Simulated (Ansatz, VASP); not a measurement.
**Rb: VASP beside Ansatz**

INCAR

```
ALGO = Normal
EDIFF = 1E-6
ENCUT = 520
GGA = PE
ISIF = 2
ISMEAR = 0
LASPH = True
LCHARG = True
LELF = True
LREAL = False
LVHAR = True
LWAVE = False
NBANDS = 10
NELM = 100
PREC = Accurate
SIGMA = 0.1
```

The input KPOINTS:

```
k-points
0
Gamma
  10 10 10
```

Contents of POSCAR:

```
Rb
1.0
   -2.8063742889      2.8063742889      2.8063742889
    2.8063742889     -2.8063742889      2.8063742889
    2.8063742889      2.8063742889     -2.8063742889
Rb
1
Direct
    0.0000000000      0.0000000000      0.0000000000
```

Input for Ansatz:

```yaml
crystal:
  lattice:
    - [-2.8063742889, 2.8063742889, 2.8063742889]
    - [2.8063742889, -2.8063742889, 2.8063742889]
    - [2.8063742889, 2.8063742889, -2.8063742889]
  atoms:
    - { symbol: Rb, position: [0.0, 0.0, 0.0] }
basis:
  ecutwfc: 600.0
kpoints:
  mp_grid: { grid: [10, 10, 10] }
hamiltonian:
  xc: pbe
  pseudopotentials: { kind: paw }
scf:
  occupations: { method: gaussian, width: 0.1 }
output:
  forces: true
  stress: true
  eigenvalues: true
```

Alike in both runs: task single point; functional PBE; k mesh 10 × 10 × 10; occupations gaussian, width 0.1 eV; no spin polarisation.

|  | VASP | Ansatz |
| --- | --- | --- |
| version | VASP 6.6.1 | Ansatz 0.2.0 |
| potentials or method | VASP PAW PBE potentials, release 64 (Rb_sv), cutoff 520 eV | scalar-relativistic, plane waves, PAW |
| valence electrons in the cell | 9 | 9 |

|  | VASP | Ansatz | Ansatz less VASP |
| --- | --- | --- | --- |
| gap on the k mesh at the Fermi level (eV) | none | none | - |
| pressure (GPa) | 0.1 | 0.1 | 0.00 |

A gap of «none» marks a metal or a gap that the smearing closes.
